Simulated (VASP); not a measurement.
Crystal: Te2Mo.

```
Te Mo
1.0
     6.33000    0.00000    0.00000
     0.00000    3.46900    0.00000
    -0.94679    0.00000   13.82762
Te Mo
8 4
Direct
  0.94370 0.75000 0.60450
  0.05630 0.25000 0.39550
  0.90300 0.25000 0.85140
  0.09700 0.75000 0.14860
  0.41120 0.75000 0.89550
  0.58880 0.25000 0.10450
  0.44320 0.25000 0.64840
  0.55680 0.75000 0.35160
  0.81670 0.75000 0.99260
  0.18330 0.25000 0.00740
  0.68190 0.25000 0.49340
  0.31810 0.75000 0.50660
```

Base run:

| Quantity | Value |
| --- | --- |
| Program | VASP 6.6.1 |
| Functional | PBE exchange alone |
| Potentials or basis | VASP PAW PBE potentials, release 64 (Te, Mo_sv) |
| Cutoff | 520 eV |
| k mesh | 4 × 8 × 2 |
| Occupations | fermi-dirac, width 0.05 eV |
| Spin | no spin polarisation |

Its results: band gap on the k mesh zero (band 52 reaches 9.89 eV, above the bottom of band 53 at 9.74 eV); pressure 16.4 GPa; largest force 1.204 eV/Å.

Question: The run is repeated on the same cell with these changes: functional from PBE exchange alone to BLYP. What comes out?

Answer: Band gap on the k mesh zero (band 52 reaches 8.81 eV, above the bottom of band 53 at 8.64 eV); pressure 8.9 GPa; largest force 0.567 eV/Å.

Caveats: spin-orbit coupling is left out, which moves the levels of the heavy elements; forces of over 1 eV/Å act on the atoms, so gaps and moduli don't describe the material at rest (some runs); the PAW data sets were made with another functional, which shifts forces and pressure a little (some runs).
